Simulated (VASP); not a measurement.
Set up this calculation in VASP 6.6.1, as the native input.

```yaml
Task: single point
Functional: revPBE
Dispersion: D4
Potentials_or_basis: VASP PAW PBE potentials, release 64 (Au)
Cutoff: 520 eV
k_mesh: 10 × 10 × 10
Occupations: fermi-dirac, width 0.05 eV
Spin: no spin polarisation
Dipole_correction: no
Further_INCAR_settings: ALGO = Normal; EDIFF = 1e-06; NBANDS = 12
```

The structure of Au lies in POSCAR:

```
Au
1.0
    2.7115403825      0.0000000000      0.0000000000
    0.0000000000      2.7115403825      0.0000000000
    0.0000000000      0.0000000000      2.7115403825
Au
1
Direct
    0.5000000000      0.5000000000      0.5000000000
```

One way to write it, as run:

INCAR

```
ALGO = Normal ; EDIFF = 1E-6
ENCUT = 520 ; GGA = RE
ISIF = 2 ; ISMEAR = -1
IVDW = 13 ; LASPH = T
LCHARG = F ; LREAL = F
LWAVE = F ; NBANDS = 12
NELM = 80 ; PREC = Accurate
SIGMA = 0.05
```

KPOINTS

```
k-points
0
Gamma
  10 10 10
```

Potentials or basis: VASP PAW PBE potentials, release 64 (Au).

Launch:

```sh
$ cat potpaw_PBE.64/Au/POTCAR > POTCAR
$ mpirun -np 1 vasp_std > vasp.out
```

It gave:

* Pressure: -0.2 GPa
* Dispersion energy per atom: -0.981 eV

Caveat: the PAW data sets were made with another functional, which shifts forces and pressure a little; pairwise dispersion overbinds metals, which lowers pressure and volume.

Run time: 7.5 s on 1 thread of Intel Xeon 6975P-C, with other jobs on the host, peak memory 0.13 GiB.
